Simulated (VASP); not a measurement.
Runs of VASP 6.6.1 on Zr3Si2F. The structure is that of space group P6/mmm (No. 191), or close to it. The cells are those of the table. The cell was generated, and may not be a known phase.

```csv
task,cell,k mesh,cutoff (eV),gap on the mesh (eV),pressure (GPa),relaxed volume (Å³/atom)
relaxation of cell and atoms,"relaxed from a = 6.643, b = 6.643, c = 3.718 Å, angles 90.0, 90.0, 120.0°, 6 atoms",6 × 6 × 10,600,none,0.0,(a)
single point,"a = 6.643, b = 6.643, c = 3.718 Å, angles 90.0, 90.0, 120.0°, 6 atoms",6 × 6 × 6,520,none,0.0,-
relaxation of cell and atoms,"relaxed from a = 5.382, b = 5.382, c = 3.573 Å, angles 90.0, 90.0, 120.0°, 6 atoms",6 × 6 × 6,600,none,-0.1,23.45
single point,"a = 5.382, b = 5.382, c = 3.573 Å, angles 90.0, 90.0, 120.0°, 6 atoms",6 × 6 × 6,520,none,71.1,-
single point,"a = 6.649, b = 6.649, c = 3.714 Å, angles 90.0, 90.0, 120.0°, 6 atoms",6 × 6 × 10,520,none,0.0,-
```

Alike in all rows: level PBE; potentials or basis VASP PAW PBE potentials, release 64 (Zr_sv, Si, F); no spin polarisation; smearing gaussian 0.1 eV.

Task: Estimate the missing entries.

Result: (a) 23.68.

Caveats: an odd number of electrons without spin polarisation forces a metal; a magnetic or distorted state may lie lower; the volume moved by over 15 % at a fixed basis, so the end points are rough (at least some runs); the stress differs along the axes, from 68 to 78 GPa (at least some runs).

A k mesh can miss the band edges, and the runs leave out spin-orbit coupling on Zr.

A gap of «none» marks levels without a gap at the run's occupations.
